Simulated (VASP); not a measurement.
Set up this calculation in VASP 6.6.1, as the native input.

* Task: single point
* Functional: HSE06
* Potentials or basis: VASP PAW PBE potentials, release 64 (Na_pv, H)
* Cutoff: 520 eV
* k mesh: 6 × 6 × 4
* Occupations: gaussian, width 0.01 eV
* Spin: no spin polarisation
* Dipole correction: no
* Grid for exact exchange (PRECFOCK): Normal
* Further INCAR settings: ALGO = Normal; EDIFF = 1e-07; NBANDS = 16
* Share of exact exchange: 0.25
* Screening parameter: 0.2079 1/Å

NaH:

```xyz
4
Lattice="3.7556 0.0000 0.0000 -1.8778 3.2525 0.0000 0.0000 0.0000 4.5869" Properties=species:S:1:pos:R:3 pbc="T T T"
Na    0.0000    2.1683   -0.2867
Na    1.8778    1.0842    2.0068
H     0.0000    2.1683    2.0068
H     1.8778    1.0842    4.3002
```

This cell differs from its parent crystal: strain -5.0%.

The input as run:

POSCAR

```
NaH
1.0
    3.7556174745      0.0000000000      0.0000000000
   -1.8778087372      3.2524601398      0.0000000000
    0.0000000000      0.0000000000      4.5868776986
Na H
2 2
Direct
    0.3333333333      0.6666666667     -0.0625000000
    0.6666666667      0.3333333333      0.4375000000
    0.3333333333      0.6666666667      0.4375000000
    0.6666666667      0.3333333333      0.9375000000
```

INCAR.step1

```
SYSTEM = NaH
PREC = Accurate
ENCUT = 520
EDIFF = 1E-5
ISMEAR = 0
SIGMA = 0.01
LREAL = .False.
LASPH = .True.
NELM = 80
ALGO = Normal
ISIF = 2
LWAVE = .True.
LCHARG = .False.
GGA = PE
NBANDS = 16
```

INCAR.step2

```
SYSTEM = NaH
PREC = Accurate
ENCUT = 520
EDIFF = 1E-7
ISMEAR = 0
SIGMA = 0.01
LREAL = .False.
LASPH = .True.
NELM = 80
ALGO = Normal
ISIF = 2
LWAVE = .False.
LCHARG = .False.
GGA = PE
LHFCALC = .True.
HFSCREEN = 0.2079
PRECFOCK = Normal
ISTART = 1
NBANDS = 16
```

KPOINTS

```
regular mesh
0
Gamma
  6 6 4
  0 0 0
```

Potentials or basis: VASP PAW PBE potentials, release 64 (Na_pv, H).

The run is started by

```bash
$ cat potpaw_PBE.64/Na_pv/POTCAR potpaw_PBE.64/H/POTCAR > POTCAR
$ cp INCAR.step1 INCAR
$ mpirun -np 1 vasp_std > vasp.out
$ cp INCAR.step2 INCAR
$ mpirun -np 1 vasp_std > vasp.out
```

It gave:

```
Pressure               : 4.2 GPa
Band gap on the k mesh : 4.34 eV (least direct gap 5.42 eV)
```

Caveat: the cell differs from its parent crystal (strain -5.0%); the cell stands under pressure; the structure was generated, so it needn't be the stable form of NaH; the PAW data sets were made with another functional, which shifts forces and pressure a little.

Wall time 92 min on 1 thread of Intel Xeon 8259CL, with other jobs on the host, peak memory 0.26 GiB.
